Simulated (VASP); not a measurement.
# Sb (Pm-3m) in VASP: further runs, part 2 of 2

VASP 6.6.1. The steps go on from the part before.

### Step 3. Single point, RPBE (volume scaled by 1.08)

INCAR reads:

```
SYSTEM = Sb
ALGO     = Normal         ! electronic algorithm
EDIFF    = 1E-6           ! SCF threshold, eV
ENCUT    = 520            ! plane-wave cutoff, eV
GGA      = RP             ! functional
ISIF     = 2              ! what is computed and relaxed
ISMEAR   = -1             ! smearing method
LASPH    = .TRUE.         ! aspherical terms in the spheres
LCHARG   = .FALSE.        ! write CHGCAR
LREAL    = .FALSE.        ! projectors in reciprocal space
LWAVE    = .FALSE.        ! write WAVECAR
NBANDS   = 8              ! bands
NELM     = 80             ! most SCF steps
PREC     = Accurate       ! precision mode
SIGMA    = 0.1            ! smearing width, eV
```

KPOINTS reads:

```
k-points
0
G
  11 11 11
  0 0 0
```

POSCAR reads:

```
Sb
1.0
    3.2112080839      0.0000000000      0.0000000000
    0.0000000000      3.2112080839      0.0000000000
    0.0000000000      0.0000000000      3.2112080839
Sb
1
Direct
    0.0000000000      0.0000000000      0.0000000000
```

Potentials or basis: VASP PAW PBE potentials, release 64 (Sb).

The run is started by

```
cat potpaw_PBE.64/Sb/POTCAR > POTCAR
mpirun -np 1 vasp_std > vasp.out
```

OUTCAR:

```text
SYSTEM = Sb
   EDIFF = 1E-6
   ENCUT = 520
   GGA = RP
   ISIF = 2
   ISMEAR = -1
   LASPH = .TRUE.
   LREAL = .FALSE.
   NELM = 80
   PREC = Accurate

 ion  position               nearest neighbor table
   1  0.000  0.000  0.000-

  LATTYP: Found a simple cubic cell.
 ALAT       =     3.2112080839

  Lattice vectors:

 A1 = (   3.2112080839,   0.0000000000,   0.0000000000)
 A2 = (   0.0000000000,   3.2112080839,   0.0000000000)
 A3 = (   0.0000000000,   0.0000000000,   3.2112080839)

Analysis of symmetry for initial positions (statically):
=====================================================================
 Subroutine PRICEL returns:
 Original cell was already a primitive cell.

 Routine SETGRP: Setting up the symmetry group for a
 simple cubic supercell.

 Subroutine GETGRP returns: Found 48 space group operations
 (whereof 48 operations were pure point group operations)
 out of a pool of 48 trial point group operations.

The static configuration has the point symmetry O_h .

Analysis of symmetry for dynamics (positions and initial velocities):
=====================================================================
 Subroutine PRICEL returns:
 Original cell was already a primitive cell.

 Routine SETGRP: Setting up the symmetry group for a
 simple cubic supercell.

 Subroutine GETGRP returns: Found 48 space group operations
 (whereof 48 operations were pure point group operations)
 out of a pool of 48 trial point group operations.

The dynamic configuration has the point symmetry O_h .

 Subroutine INISYM returns: Found 48 space group operations
 (whereof 48 operations are pure point group operations),
 and found     1 'primitive' translations

----------------------------------------------------------------------------------------

                                     Primitive cell

  volume of cell :      33.1135

  direct lattice vectors                    reciprocal lattice vectors
     3.211208084  0.000000000  0.000000000     0.311409281  0.000000000  0.000000000
     0.000000000  3.211208084  0.000000000     0.000000000  0.311409281  0.000000000
     0.000000000  0.000000000  3.211208084     0.000000000  0.000000000  0.311409281

  length of vectors
     3.211208084  3.211208084  3.211208084     0.311409281  0.311409281  0.311409281

  position of ions in fractional coordinates (direct lattice)
     0.000000000  0.000000000  0.000000000

  ion indices of the primitive-cell ions
   primitive index   ion index
                 1           1

----------------------------------------------------------------------------------------

 KPOINTS: k-points

Automatic generation of k-mesh.
 Grid dimensions read from file:
 generate k-points for:   11   11   11

 Generating k-lattice:

  Cartesian coordinates                     Fractional coordinates (reciprocal lattice)
     0.028309935  0.000000000  0.000000000     0.090909091  0.000000000  0.000000000
     0.000000000  0.028309935  0.000000000     0.000000000  0.090909091  0.000000000
     0.000000000  0.000000000  0.028309935     0.000000000  0.000000000  0.090909091

  Length of vectors
     0.028309935  0.028309935  0.028309935

  Shift w.r.t. Gamma in fractional coordinates (k-lattice)
     0.000000000  0.000000000  0.000000000

 Subroutine IBZKPT returns following result:
 ===========================================

 Found     56 irreducible k-points:

 Following reciprocal coordinates:
            Coordinates               Weight
  0.000000  0.000000  0.000000      1.000000
  0.090909  0.000000  0.000000      6.000000
  0.181818  0.000000  0.000000      6.000000
  0.272727  0.000000  0.000000      6.000000
  0.363636  0.000000  0.000000      6.000000
  0.454545  0.000000  0.000000      6.000000
[... 16 lines left out ...]
  0.181818  0.090909  0.090909     24.000000
  0.272727  0.090909  0.090909     24.000000
 [... further k-points ...]
   k-points           NKPTS =     56   k-points in BZ     NKDIM =     56   number of bands    NBANDS=      8
   number of dos      NEDOS =    301   number of ions     NIONS =      1
   total plane-waves  NPLWV =  13824
   dimension x,y,z NGX =    24 NGY =   24 NGZ =   24
   dimension x,y,z NGXF=    48 NGYF=   48 NGZF=   48
   ions per type =               1
   NGX,Y,Z   is equivalent  to a cutoff of  12.42, 12.42, 12.42 a.u.
   NGXF,Y,Z  is equivalent  to a cutoff of  24.85, 24.85, 24.85 a.u.
 SYSTEM =  Sb
   PREC   = accura    normal or accurate (medium, high low for compatibility)
   ISTART =      0    job   : 0-new  1-cont  2-samecut
   ICHARG =      2    charge: 1-file 2-atom 10-const
   ISPIN  =      1    spin polarized calculation?
   LNONCOLLINEAR =      F non collinear calculations
   LSORBIT =      F    spin-orbit coupling
   LASPH  =      T    aspherical Exc in radial PAW
   ENCUT  =  520.0 eV  38.22 Ry    6.18 a.u.   5.97  5.97  5.97*2*pi/ulx,y,z
   NELM   =     80;   NELMIN=  2; NELMDL= -5     # of ELM steps
   EDIFF  = 0.1E-05   stopping-criterion for ELM
   LREAL  =      F    real-space projection
   EDIFFG = 0.1E-04   stopping-criterion for IOM
   NSW    =      0    number of steps for IOM
   IBRION =     -1    ionic relax: 0-MD 1-quasi-New 2-CG
   NFREE  =      0    steps in history (QN), initial steepest desc. (CG)
   ISIF   =      2    stress and relaxation
   ISYM   =      2    0-nonsym 1-usesym 2-fastsym
   POTIM  = 0.5000    time-step for ionic-motion
   TEBEG  =    0.0;   TEEND  =   0.0 temperature during run
   PSTRESS=    0.0 pullay stress
   NELECT =       5.0000    total number of electrons
   NUPDOWN=      -1.0000    fix difference up-down
   EMIN   =  10.00;   EMAX   =-10.00  energy-range for DOS
   EFERMI =   0.00;   METHOD = LEGACY
   ISMEAR =    -1;   SIGMA  =   0.10  broadening in eV -4-tet -1-fermi 0-gaus
   EFERMI_NEDOS =   21; number of points for ismear=-14 and -15
   IALGO  =     38    algorithm
   IMIX   =      4    mixing-type and parameters
     AMIX     =   0.40;   BMIX     =  1.00
     AMIX_MAG =   1.60;   BMIX_MAG =  1.00
  volume/ion in A,a.u.               =      33.11       223.46
  Fermi-wavevector in a.u.,A,eV,Ry     =   0.871759  1.647385 10.339932  0.759964
  Thomas-Fermi vector in A             =   1.990912
   LORBIT       =      0    0 simple, 1 ext, 2 COOP (PROOUT), +10 PAW based schemes
   GGA     = RP    functional components
   LHFCALC =     F    Hartree Fock is set to
   AEXX    =    0.0000 exact exchange contribution
   IVDW    =     0    specifies the selected vdW correction
   LEPSILON=     F    determine dielectric tensor
   LRPA    =     F    only Hartree local field effects (RPA)
 non-spin polarized calculation
  energy-cutoff  :      520.00
  volume of cell :       33.11
 maximum number of plane-waves:       912
 NGX is ok and might be reduce to    24
   NGX = 11   NGY = 11   NGZ = 11

 number of electron       5.0000000 magnetization

 Free energy of the ion-electron system (eV)
  ---------------------------------------------------
  ext. energy  EPLUGINS =         0.00000000
  ---------------------------------------------------
  free energy    TOTEN  =        -3.69349348 eV

  energy without entropy =       -3.67003967  energy(sigma->0) =       -3.68176657

 E-fermi :   5.9426     XC(G=0):  -9.1012

 val. band max:        5.8540704549   @ k =   0.1818   0.0909   0.0000
 cond. band min:       5.9557521343   @ k =   0.1818   0.0909   0.0909
 fundamental gap:      0.1016816794
 Fermi energy:         5.9426321173

 k-point     1 :       0.0000    0.0000    0.0000
  band No.  band energies     occupation
      1      -5.6246      2.00000
      2       9.0053      0.00000
      3       9.0053      0.00000
      4       9.0053      0.00000
      5      12.7792      0.00000
      6      12.7792      0.00000
      7      13.7374      0.00000
      8      22.9993      0.00000

 k-point     2 :       0.0909    0.0000    0.0000
  band No.  band energies     occupation
      1      -5.5178      2.00000
      2       7.7807      0.00000
      3       9.1074      0.00000
      4       9.1074      0.00000
      5      12.8688      0.00000
      6      13.3634      0.00000
      7      14.6425      0.00000
      8      22.0020      0.00000
[... 221 lines left out ...]
 k-point    23 :       0.1818    0.0909    0.0909
  band No.  band energies     occupation
      1      -4.9904      2.00000
      2       5.9558      0.93449
      3       8.2154      0.00000
      4       8.3668      0.00000
      5      14.6408      0.00000
      6      15.0987      0.00000
      7      17.0425      0.00000
      8      18.9634      0.00000

 k-point    24 :       0.2727    0.0909    0.0909
  band No.  band energies     occupation
      1      -4.4971      2.00000
      2       4.0290      2.00000
      3       8.6541      0.00000
      4       8.8328      0.00000
      5      15.0370      0.00000
      6      15.3573      0.00000
      7      17.3985      0.00000
      8      17.5779      0.00000

 [... further k-points ...]
[... 5 lines left out ...]
  --------------------------------------------------------------------------------------
  -------------------------------------------------------------------------------------
  Total       -0.6056131     -0.6056131     -0.6056131      0.0000000     -0.0000000      0.0000000
  in kB      -29.3022193    -29.3022193    -29.3022193      0.0000000     -0.0000000      0.0000000
  external PRESSURE =     -29.3022193 kB  Pullay stress =       0.0000000 kB

 VOLUME and BASIS-vectors are now :
 -----------------------------------------------------------------------------
  energy-cutoff  :      520.00
  volume of cell :       33.11
      direct lattice vectors                 reciprocal lattice vectors
     3.211208084  0.000000000  0.000000000     0.311409281  0.000000000  0.000000000
     0.000000000  3.211208084  0.000000000     0.000000000  0.311409281  0.000000000
     0.000000000  0.000000000  3.211208084     0.000000000  0.000000000  0.311409281

 POSITION                                       TOTAL-FORCE (eV/Angst)
 -----------------------------------------------------------------------------------
      0.00000      0.00000      0.00000         0.000000      0.000000      0.000000
 -----------------------------------------------------------------------------------
    total drift:                               -0.000000      0.000000      0.000000

  FREE ENERGIE OF THE ION-ELECTRON SYSTEM (eV)
  ---------------------------------------------------
  free  energy   TOTEN  =        -3.6934934788 eV

  energy  without entropy=       -3.6700396659  energy(sigma->0) =       -3.68176657
```

Wall time 10 s (1 thread of Intel Xeon 8259CL, shared host); peak memory 0.14 GiB.

What came out:

```yaml
Free_energy: -3.6935 eV
Pressure: -2.9 GPa
```

Caveat: the PAW data sets were made with another functional, which shifts forces and pressure a little; spin-orbit coupling is left out, which moves the levels of the heavy elements.

### Step 4. Single point, RPBE (volume scaled by 1.12)

INCAR reads:

```
PREC = Accurate
ENCUT = 520
EDIFF = 1E-6
ISMEAR = -1
SIGMA = 0.1
LREAL = False
LASPH = True
NELM = 100
ALGO = Normal
ISIF = 2
LWAVE = False
LCHARG = True
GGA = RP
LELF = True
LVHAR = True
NBANDS = 8
```

KPOINTS reads:

```
regular mesh
0
Gamma
  11 11 11
```

POSCAR reads:

```
Sb
1.0
    3.2503730180      0.0000000000      0.0000000000
    0.0000000000      3.2503730180      0.0000000000
    0.0000000000      0.0000000000      3.2503730180
Sb
1
Direct
    0.0000000000      0.0000000000      0.0000000000
```

The run is started by

```
cat potpaw_PBE.64/Sb/POTCAR > POTCAR
mpirun -np 1 vasp_std > vasp.out
```

It took 11 s on 1 thread of Intel Xeon 8259CL, shared host; peak memory 0.14 GiB.

It converged, with:

| Item | Value |
| --- | --- |
| Free energy | -3.6662 eV |
| Pressure | -4.1 GPa |

Levels at points of the mesh, in eV from the Fermi level:
```
           k point  band 1  band 2  band 3  band 4  band 5  band 6  band 7
(0.00, 0.00, 0.00)  -11.34    2.96    2.96    2.96    6.80    6.80    7.58
```

Caveat: the PAW data sets were made with another functional, which shifts forces and pressure a little; spin-orbit coupling is left out, which moves the levels of the heavy elements.

### Step 5. Summary

| cell | gap on the mesh (eV) | pressure (GPa) |
| --- | --- | --- |
| a = 3.171 Å, 1 atom | none | -1.4 |
| a = 3.211 Å, 1 atom | none | -2.9 |
| a = 3.250 Å, 1 atom | none | -4.1 |

Alike in all rows: task single point; level RPBE; potentials or basis VASP PAW PBE potentials, release 64 (Sb); no spin polarisation; k mesh 11 × 11 × 11; cutoff (eV) 520; smearing fermi-dirac 0.1 eV.

Caveats: the PAW data sets were made with another functional, which shifts forces and pressure a little; spin-orbit coupling is left out, which moves the levels of the heavy elements.

Total energies depend on the potentials used, so only differences within one code and one set of settings carry meaning.
